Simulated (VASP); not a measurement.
Write the native input for VASP 6.6.1 that does the following.

* Task: single point
* Functional: PBE
* Potentials or basis: VASP PAW PBE potentials, release 64 (Sc_sv)
* Cutoff: 500 eV
* k mesh: 17 × 17 × 17
* Occupations: fermi-dirac, width 0.05 eV
* Spin: collinear spin, ferromagnetic start
* Starting moments: [0.602] μB
* Dipole correction: no
* Further INCAR settings: ALGO = Normal; EDIFF = 1e-06; NBANDS = 16

The structure of Sc lies in POSCAR:

```
Sc
1.0
    2.9749164504      0.0000000000      0.0000000000
    0.0000000000      2.9749164504      0.0000000000
    0.0000000000      0.0000000000      2.9749164504
Sc
1
Direct
    0.0000000000      0.0000000000      0.0000000000
```

One way to write it, as run:

INCAR

```
ALGO = Normal
EDIFF = 1E-6
ENCUT = 500
GGA = PE
GGA_COMPAT = False
ISIF = 2
ISMEAR = -1
ISPIN = 2
LASPH = True
LCHARG = True
LELF = True
LMAXMIX = 4
LORBIT = 11
LREAL = False
LVHAR = True
LWAVE = False
MAGMOM = 0.602
NBANDS = 16
NELM = 200
PREC = Accurate
SIGMA = 0.05
```

KPOINTS

```
k-points
0
Gamma
  17 17 17
```

Potentials or basis: VASP PAW PBE potentials, release 64 (Sc_sv).

The run is started by

```sh
$ cat potpaw_PBE.64/Sc_sv/POTCAR > POTCAR
$ mpirun -np 1 vasp_std > vasp.out
```

Results of the run:

The pressure is 0.0 GPa and the net moment is 0.84 μB per cell. The site moments are Sc +0.61 μB and the valence electrons inside the program's atomic spheres are Sc 9.46.

Wall time 39 s on 1 thread of Intel(R) Xeon(R) 6975P-C (Granite Rapids), with other jobs on the host, peak memory 0.21 GiB.
